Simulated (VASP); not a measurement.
Input of a VASP 6.6.1 run:

Contents of INCAR:

```
PREC = Accurate
ENCUT = 500
EDIFF = 1E-6
ISMEAR = 0
SIGMA = 0.01
LREAL = False
LASPH = True
NELM = 120
ALGO = Normal
ISIF = 2
LWAVE = False
LCHARG = True
GGA = PE
LELF = True
LVHAR = True
NBANDS = 16
GGA_COMPAT = False
```

File KPOINTS:

```
regular mesh
0
Gamma
  2 2 2
```

File POSCAR:

```
ZnSe
1.0
    0.0000000000      2.7869398680      2.7869398680
    2.7869398680      0.0000000000      2.7869398680
    2.7869398680      2.7869398680      0.0000000000
Zn Se
1 1
Direct
    0.0000000000      0.0000000000      0.0000000000
    0.2500000000      0.2500000000      0.2500000000
```

Potentials or basis: VASP PAW PBE potentials, release 64 (Zn, Se).

Command:

```sh
$ cat potpaw_PBE.64/Zn/POTCAR potpaw_PBE.64/Se/POTCAR > POTCAR
$ mpirun -np 1 vasp_std > vasp.out
```

**Question.** Predict the pressure.

**Answer.** 12.7 GPa.

**Question.** What does it give for the band gap on the k mesh?

**Answer.** 1.38 eV, direct.

Caveat: the k points lie up to 0.98 Å⁻¹ apart. A hybrid or GW would open this gap; PBE tends to underestimate it.
